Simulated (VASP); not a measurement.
# Sb (P4/mmm) in VASP: further runs, part 2 of 2

VASP 6.6.1. Earlier steps stand in the parts before.

## Step 3: Single point, r2SCAN (biaxial strain in the a-b plane: +2.0 %, then relaxed in part)

The input, POSCAR:

```
Sb
1.0
    3.1492830155      0.0000000000      0.0000000000
    0.0000000000      3.1492830155      0.0000000000
    0.0000000000      0.0000000000      3.0618851668
Sb
1
Direct
    0.0000000000      0.0000000000      0.0000000000
```

The input, INCAR.step1:

```
SYSTEM = Sb
PREC     = Accurate       ! precision mode
ENCUT    = 550            ! plane-wave cutoff, eV
ISMEAR   = 0              ! smearing method
SIGMA    = 0.1            ! smearing width, eV
LREAL    = .FALSE.        ! projectors in reciprocal space
LASPH    = .TRUE.         ! aspherical terms in the spheres
NELM     = 120            ! most SCF steps
NBANDS   = 8              ! bands
GGA      = PE             ! functional
ALGO     = Normal         ! electronic algorithm
EDIFF    = 1E-5           ! SCF threshold, eV
LWAVE    = .TRUE.         ! write WAVECAR
LCHARG   = .FALSE.        ! write CHGCAR
GGA_COMPAT= .FALSE.
```

The input, INCAR.step2:

```
SYSTEM = Sb
PREC     = Accurate       ! precision mode
ENCUT    = 550            ! plane-wave cutoff, eV
EDIFF    = 1E-6           ! SCF threshold, eV
ISMEAR   = 0              ! smearing method
SIGMA    = 0.1            ! smearing width, eV
LREAL    = .FALSE.        ! projectors in reciprocal space
LASPH    = .TRUE.         ! aspherical terms in the spheres
NELM     = 120            ! most SCF steps
ALGO     = Normal         ! electronic algorithm
ISIF     = 2              ! what is computed and relaxed
LWAVE    = .FALSE.        ! write WAVECAR
LCHARG   = .FALSE.        ! write CHGCAR
METAGGA  = R2SCAN         ! meta-GGA
LMIXTAU  = .TRUE.       
NBANDS   = 8              ! bands
ISTART   = 1            
GGA_COMPAT= .FALSE.
```

The input, KPOINTS:

```
regular mesh
0
G
  16 16 16
  0 0 0
```

Potentials or basis: VASP PAW PBE potentials, release 64 (Sb).

Launch:

```bash
> cat potpaw_PBE.64/Sb/POTCAR > POTCAR
> cp INCAR.step1 INCAR
> mpirun -np 1 vasp_std > vasp.out
> cp INCAR.step2 INCAR
> mpirun -np 1 vasp_std > vasp.out
```

OUTCAR:

```text
SYSTEM = Sb
   PREC = Accurate
   ENCUT = 550
   EDIFF = 1E-6
   ISMEAR = 0
   LREAL = .FALSE.
   LASPH = .TRUE.
   NELM = 120
   ISIF = 2
   METAGGA = R2SCAN
   ISTART = 1

 ion  position               nearest neighbor table
   1  0.000  0.000  0.000-

  LATTYP: Found a simple tetragonal cell.
 ALAT       =     3.1492830155
 C/A-ratio  =     0.9722483345

  Lattice vectors:

 A1 = (   3.1492830155,   0.0000000000,   0.0000000000)
 A2 = (   0.0000000000,   3.1492830155,   0.0000000000)
 A3 = (   0.0000000000,   0.0000000000,   3.0618851668)

Analysis of symmetry for initial positions (statically):
=====================================================================
 Subroutine PRICEL returns:
 Original cell was already a primitive cell.

 Routine SETGRP: Setting up the symmetry group for a
 simple tetragonal supercell.

 Subroutine GETGRP returns: Found 16 space group operations
 (whereof 16 operations were pure point group operations)
 out of a pool of 16 trial point group operations.

The static configuration has the point symmetry D_4h.

Analysis of symmetry for dynamics (positions and initial velocities):
=====================================================================
 Subroutine PRICEL returns:
 Original cell was already a primitive cell.

 Routine SETGRP: Setting up the symmetry group for a
 simple tetragonal supercell.

 Subroutine GETGRP returns: Found 16 space group operations
 (whereof 16 operations were pure point group operations)
 out of a pool of 16 trial point group operations.

The dynamic configuration has the point symmetry D_4h.

 Subroutine INISYM returns: Found 16 space group operations
 (whereof 16 operations are pure point group operations),
 and found     1 'primitive' translations

----------------------------------------------------------------------------------------

                                     Primitive cell

  volume of cell :      30.3677

  direct lattice vectors                    reciprocal lattice vectors
     3.149283016  0.000000000  0.000000000     0.317532592  0.000000000  0.000000000
     0.000000000  3.149283016  0.000000000     0.000000000  0.317532592  0.000000000
     0.000000000  0.000000000  3.061885167     0.000000000  0.000000000  0.326596180

  length of vectors
     3.149283016  3.149283016  3.061885167     0.317532592  0.317532592  0.326596180

  position of ions in fractional coordinates (direct lattice)
     0.000000000  0.000000000  0.000000000

  ion indices of the primitive-cell ions
   primitive index   ion index
                 1           1

----------------------------------------------------------------------------------------

 KPOINTS: regular mesh

Automatic generation of k-mesh.
 Grid dimensions read from file:
 generate k-points for:   16   16   16

 Generating k-lattice:

  Cartesian coordinates                     Fractional coordinates (reciprocal lattice)
     0.019845787  0.000000000  0.000000000     0.062500000  0.000000000  0.000000000
     0.000000000  0.019845787  0.000000000     0.000000000  0.062500000  0.000000000
     0.000000000  0.000000000  0.020412261     0.000000000  0.000000000  0.062500000

  Length of vectors
     0.019845787  0.019845787  0.020412261

  Shift w.r.t. Gamma in fractional coordinates (k-lattice)
     0.000000000  0.000000000  0.000000000

 Subroutine IBZKPT returns following result:
 ===========================================

 Found    405 irreducible k-points:

 Following reciprocal coordinates:
            Coordinates               Weight
  0.000000  0.000000  0.000000      1.000000
  0.062500  0.000000  0.000000      4.000000
  0.125000  0.000000  0.000000      4.000000
  0.187500  0.000000  0.000000      4.000000
  0.250000  0.000000  0.000000      4.000000
  0.312500  0.000000  0.000000      4.000000
[... 16 lines left out ...]
  0.437500  0.125000  0.000000      8.000000
  0.500000  0.125000  0.000000      4.000000
 [... further k-points ...]
   k-points           NKPTS =    405   k-points in BZ     NKDIM =    405   number of bands    NBANDS=      8
   number of dos      NEDOS =    301   number of ions     NIONS =      1
   total plane-waves  NPLWV =  13824
   dimension x,y,z NGX =    24 NGY =   24 NGZ =   24
   dimension x,y,z NGXF=    48 NGYF=   48 NGZF=   48
   ions per type =               1
   NGX,Y,Z   is equivalent  to a cutoff of  12.67, 12.67, 13.03 a.u.
   NGXF,Y,Z  is equivalent  to a cutoff of  25.34, 25.34, 26.06 a.u.
 SYSTEM =  Sb
   PREC   = accura    normal or accurate (medium, high low for compatibility)
   ISTART =      1    job   : 0-new  1-cont  2-samecut
   ICHARG =      0    charge: 1-file 2-atom 10-const
   ISPIN  =      1    spin polarized calculation?
   LNONCOLLINEAR =      F non collinear calculations
   LSORBIT =      F    spin-orbit coupling
   LASPH  =      T    aspherical Exc in radial PAW
   ENCUT  =  550.0 eV  40.42 Ry    6.36 a.u.   6.02  6.02  5.85*2*pi/ulx,y,z
   NELM   =    120;   NELMIN=  2; NELMDL=  0     # of ELM steps
   EDIFF  = 0.1E-05   stopping-criterion for ELM
   LREAL  =      F    real-space projection
   EDIFFG = 0.1E-04   stopping-criterion for IOM
   NSW    =      0    number of steps for IOM
   IBRION =     -1    ionic relax: 0-MD 1-quasi-New 2-CG
   NFREE  =      0    steps in history (QN), initial steepest desc. (CG)
   ISIF   =      2    stress and relaxation
   ISYM   =      2    0-nonsym 1-usesym 2-fastsym
   POTIM  = 0.5000    time-step for ionic-motion
   TEBEG  =    0.0;   TEEND  =   0.0 temperature during run
   PSTRESS=    0.0 pullay stress
   NELECT =       5.0000    total number of electrons
   NUPDOWN=      -1.0000    fix difference up-down
   EMIN   =  10.00;   EMAX   =-10.00  energy-range for DOS
   EFERMI =   0.00;   METHOD = LEGACY
   ISMEAR =     0;   SIGMA  =   0.10  broadening in eV -4-tet -1-fermi 0-gaus
   EFERMI_NEDOS =   21; number of points for ismear=-14 and -15
   IALGO  =     38    algorithm
   IMIX   =      4    mixing-type and parameters
     AMIX     =   0.40;   BMIX     =  1.00
     AMIX_MAG =   1.60;   BMIX_MAG =  1.00
  volume/ion in A,a.u.               =      30.37       204.93
  Fermi-wavevector in a.u.,A,eV,Ry     =   0.897279  1.695611 10.954176  0.805109
  Thomas-Fermi vector in A             =   2.019843
   LORBIT       =      0    0 simple, 1 ext, 2 COOP (PROOUT), +10 PAW based schemes
   METAGGA = R2SCAN    functional components
   LHFCALC =     F    Hartree Fock is set to
   AEXX    =    0.0000 exact exchange contribution
   IVDW    =     0    specifies the selected vdW correction
   LEPSILON=     F    determine dielectric tensor
   LRPA    =     F    only Hartree local field effects (RPA)
 non-spin polarized calculation
 Gauss-broadening in eV      SIGMA  =   0.10
  energy-cutoff  :      550.00
  volume of cell :       30.37
 maximum number of plane-waves:       912
   NGX = 13   NGY = 13   NGZ = 11

 number of electron       5.0000000 magnetization

 Free energy of the ion-electron system (eV)
  ---------------------------------------------------
  ext. energy  EPLUGINS =         0.00000000
  ---------------------------------------------------
  free energy    TOTEN  =       -25.63031603 eV

  energy without entropy =      -25.62824913  energy(sigma->0) =      -25.62928258

 E-fermi :   6.8400     XC(G=0): -10.0296

 val. band max:        6.8288980027   @ k =   0.1875   0.1250   0.1875
 cond. band min:       6.8481681181   @ k =   0.3750   0.2500   0.1875
 fundamental gap:      0.0192701153
 Fermi energy:         6.8400181188

 k-point     1 :       0.0000    0.0000    0.0000
  band No.  band energies     occupation
      1      -6.0090      2.00000
      2       9.9463      0.00000
      3       9.9463      0.00000
      4      10.7865      0.00000
      5      13.8817      0.00000
      6      14.1511      0.00000
      7      15.9609      0.00000
      8      24.9110      0.00000

 k-point     2 :       0.0625    0.0000    0.0000
  band No.  band energies     occupation
      1      -5.9521      2.00000
      2       9.2069      0.00000
      3      10.0017      0.00000
      4      10.8425      0.00000
      5      14.0728      0.00000
      6      14.6371      0.00000
      7      16.1984      0.00000
      8      24.3342      0.00000
[... 221 lines left out ...]
 k-point    23 :       0.4375    0.1250    0.0000
  band No.  band energies     occupation
      1      -3.5685      2.00000
      2       1.6299      2.00000
      3       9.7287      0.00000
      4      12.8892      0.00000
      5      15.3574      0.00000
      6      17.1431      0.00000
      7      19.2919      0.00000
      8      19.6239      0.00000

 k-point    24 :       0.5000    0.1250    0.0000
  band No.  band energies     occupation
      1      -3.3982      2.00000
      2       1.3265      2.00000
      3       9.8570      0.00000
      4      12.9998      0.00000
      5      15.1420      0.00000
      6      17.3299      0.00000
      7      19.3183      0.00000
      8      19.4295      0.00000

 [... further k-points ...]
[... 5 lines left out ...]
  --------------------------------------------------------------------------------------
  -------------------------------------------------------------------------------------
  Total       -0.5177172     -0.5177172      0.0020676      0.0000000      0.0000000     -0.0000000
  in kB      -27.3143514    -27.3143514      0.1090852      0.0000000      0.0000000     -0.0000000
  external PRESSURE =     -18.1732058 kB  Pullay stress =       0.0000000 kB

 VOLUME and BASIS-vectors are now :
 -----------------------------------------------------------------------------
  energy-cutoff  :      550.00
  volume of cell :       30.37
      direct lattice vectors                 reciprocal lattice vectors
     3.149283016  0.000000000  0.000000000     0.317532592  0.000000000  0.000000000
     0.000000000  3.149283016  0.000000000     0.000000000  0.317532592  0.000000000
     0.000000000  0.000000000  3.061885167     0.000000000  0.000000000  0.326596180

 POSITION                                       TOTAL-FORCE (eV/Angst)
 -----------------------------------------------------------------------------------
      0.00000      0.00000      0.00000         0.000000      0.000000      0.000000
 -----------------------------------------------------------------------------------
    total drift:                                0.000000     -0.000000      0.000000

  FREE ENERGIE OF THE ION-ELECTRON SYSTEM (eV)
  ---------------------------------------------------
  free  energy   TOTEN  =       -25.6303160278 eV

  energy  without entropy=      -25.6282491300  energy(sigma->0) =      -25.62928258
```

It took 73 s on 1 thread of Intel Xeon 6975P-C (Granite Rapids), shared host; peak memory 0.22 GiB.

Results:

* Free energy: -25.6303 eV
* Pressure: -1.8 GPa

Caveat: the cell differs from its parent crystal (biaxial strain in the a-b plane: +2.0 %, then relaxed in part); the PAW data sets were made with another functional, which shifts forces and pressure a little; spin-orbit coupling is left out, which moves the levels of the heavy elements.

## Step 4: Single point, r2SCAN (biaxial strain in the a-b plane: +3.0 %)

The input, POSCAR:

```
Sb
1.0
    3.1801583392      0.0000000000      0.0000000000
    0.0000000000      3.1801583392      0.0000000000
    0.0000000000      0.0000000000      3.0319567855
Sb
1
Direct
    0.0000000000      0.0000000000      0.0000000000
```

The input, INCAR.step1:

```
SYSTEM = Sb
  ALGO = Normal
  EDIFF = 1E-5
  ENCUT = 550
  GGA = PE
  GGA_COMPAT = .FALSE.
  ISMEAR = 0
  LASPH = .TRUE.
  LCHARG = .FALSE.
  LREAL = .FALSE.
  LWAVE = .TRUE.
  NBANDS = 8
  NELM = 120
  PREC = Accurate
  SIGMA = 0.1
```

The input, INCAR.step2:

```
SYSTEM = Sb
  ALGO = Normal
  EDIFF = 1E-6
  ENCUT = 550
  GGA_COMPAT = .FALSE.
  ISIF = 2
  ISMEAR = 0
  ISTART = 1
  LASPH = .TRUE.
  LCHARG = .TRUE.
  LELF = .TRUE.
  LMIXTAU = .TRUE.
  LREAL = .FALSE.
  LVHAR = .TRUE.
  LWAVE = .FALSE.
  METAGGA = R2SCAN
  NBANDS = 8
  NELM = 120
  PREC = Accurate
  SIGMA = 0.1
```

The input, KPOINTS:

```
k-points
0
G
  16 16 16
  0 0 0
```

Launch:

```bash
> cat potpaw_PBE.64/Sb/POTCAR > POTCAR
> cp INCAR.step1 INCAR
> mpirun -np 1 vasp_std > vasp.out
> cp INCAR.step2 INCAR
> mpirun -np 1 vasp_std > vasp.out
```

Wall time 69 s (1 thread of Intel Xeon 6975P-C (Granite Rapids), shared host); peak memory 0.23 GiB.

It converged, with:

* Free energy: -25.6182 eV
* Pressure: -2.1 GPa

Stress tensor (GPa, compression positive):
```
-3.55  0.00  0.00
 0.00 -3.55  0.00
 0.00  0.00  0.71
```

Levels at points of the mesh, in eV from the Fermi level:
```
           k point  band 1  band 2  band 3  band 4  band 5  band 6  band 7  band 8
(0.00, 0.00, 0.00)  -12.79    2.89    2.89    4.31    6.91    7.25    9.25   17.82
(0.50, 0.00, 0.00)  -10.53   -5.65    4.74    6.21    9.13   11.24   11.50   12.40
(0.50, 0.50, 0.00)   -8.13   -3.76   -3.76    2.50    8.14   13.53   14.44   14.44
(0.00, 0.00, 0.50)   -9.88   -5.79    5.28    5.28    9.28   10.79   11.48   11.48
(0.50, 0.00, 0.50)   -7.41   -3.97   -3.29    2.62    7.19   13.14   13.25   13.55
(0.50, 0.50, 0.50)   -4.63   -2.26   -1.51   -1.51    5.09    5.09    5.48    7.61
```

Caveat: the cell differs from its parent crystal (biaxial strain in the a-b plane: +3.0 %); the PAW data sets were made with another functional, which shifts forces and pressure a little; spin-orbit coupling is left out, which moves the levels of the heavy elements.

## Step 5: Single point, r2SCAN (biaxial strain in the a-b plane: +3.0 %, then relaxed in part)

Edit POSCAR of step 4 so:

```diff
@@ -4,3 +4,3 @@
     0.0000000000      3.1801583392      0.0000000000
-    0.0000000000      0.0000000000      3.0319567855
+    0.0000000000      0.0000000000      3.0460440509
 Sb
```

The input, INCAR.step1:

```
SYSTEM = Sb
PREC = Accurate ; ENCUT = 550
ISMEAR = 0 ; SIGMA = 0.1
LREAL = .False. ; LASPH = .True.
NELM = 120 ; NBANDS = 8
GGA = PE ; ALGO = Normal
EDIFF = 1E-5 ; LWAVE = .True.
LCHARG = .False. ; GGA_COMPAT = .False.
```

The input, INCAR.step2:

```
SYSTEM = Sb
PREC = Accurate ; ENCUT = 550
EDIFF = 1E-6 ; ISMEAR = 0
SIGMA = 0.1 ; LREAL = .False.
LASPH = .True. ; NELM = 120
ALGO = Normal ; ISIF = 2
LWAVE = .False. ; LCHARG = .False.
METAGGA = R2SCAN ; LMIXTAU = .True.
NBANDS = 8 ; ISTART = 1
GGA_COMPAT = .False.
```

The input, KPOINTS:

```
Automatic mesh
0
Gamma
  16 16 16
  0 0 0
```

Launch:

```bash
> cat potpaw_PBE.64/Sb/POTCAR > POTCAR
> cp INCAR.step1 INCAR
> mpirun -np 1 vasp_std > vasp.out
> cp INCAR.step2 INCAR
> mpirun -np 1 vasp_std > vasp.out
```

Wall time 66 s (1 thread of Intel Xeon 6975P-C (Granite Rapids), shared host); peak memory 0.22 GiB.

It converged, with:

| Property | Result |
| --- | --- |
| Free energy | -25.6185 eV |
| Pressure | -2.4 GPa |

Stress tensor (GPa, compression positive):
```
-3.63  0.00  0.00
 0.00 -3.63  0.00
 0.00  0.00  0.01
```

Levels at points of the mesh, in eV from the Fermi level:
| k point | band 1 | band 2 | band 3 | band 4 | band 5 | band 6 | band 7 | band 8 |
| --- | --- | --- | --- | --- | --- | --- | --- | --- |
| (0.00, 0.00, 0.00) | -12.75 | 2.92 | 2.92 | 4.20 | 6.93 | 7.26 | 9.16 | 17.84 |
| (0.50, 0.00, 0.00) | -10.49 | -5.62 | 4.78 | 6.09 | 9.14 | 11.25 | 11.52 | 12.33 |
| (0.50, 0.50, 0.00) | -8.08 | -3.73 | -3.73 | 2.52 | 8.03 | 13.47 | 14.35 | 14.35 |
| (0.00, 0.00, 0.50) | -9.90 | -5.75 | 5.26 | 5.26 | 9.26 | 10.82 | 11.51 | 11.51 |
| (0.50, 0.00, 0.50) | -7.43 | -3.92 | -3.31 | 2.63 | 7.17 | 13.12 | 13.28 | 13.59 |
| (0.50, 0.50, 0.50) | -4.66 | -2.20 | -1.53 | -1.53 | 5.11 | 5.11 | 5.46 | 7.62 |

Caveat: the cell differs from its parent crystal (biaxial strain in the a-b plane: +3.0 %, then relaxed in part); the PAW data sets were made with another functional, which shifts forces and pressure a little; spin-orbit coupling is left out, which moves the levels of the heavy elements.

## Step 6: Overview

```tsv
cell	gap on the mesh (eV)	pressure (GPa)
a = 3.149, b = 3.149, c = 3.050 Å, 1 atom	none	-1.6
a = 3.149, b = 3.149, c = 3.062 Å, 1 atom	none	-1.8
a = 3.180, b = 3.180, c = 3.032 Å, 1 atom	none	-2.1
a = 3.180, b = 3.180, c = 3.046 Å, 1 atom	none	-2.4
```

Alike in all rows: task single point; level r2SCAN; potentials or basis VASP PAW PBE potentials, release 64 (Sb); no spin polarisation; k mesh 16 × 16 × 16; cutoff (eV) 550; smearing gaussian 0.1 eV.

Caveats: the PAW data sets were made with another functional, which shifts forces and pressure a little; spin-orbit coupling is left out, which moves the levels of the heavy elements.

Total energies depend on the potentials used, so only differences within one code and one set of settings carry meaning.
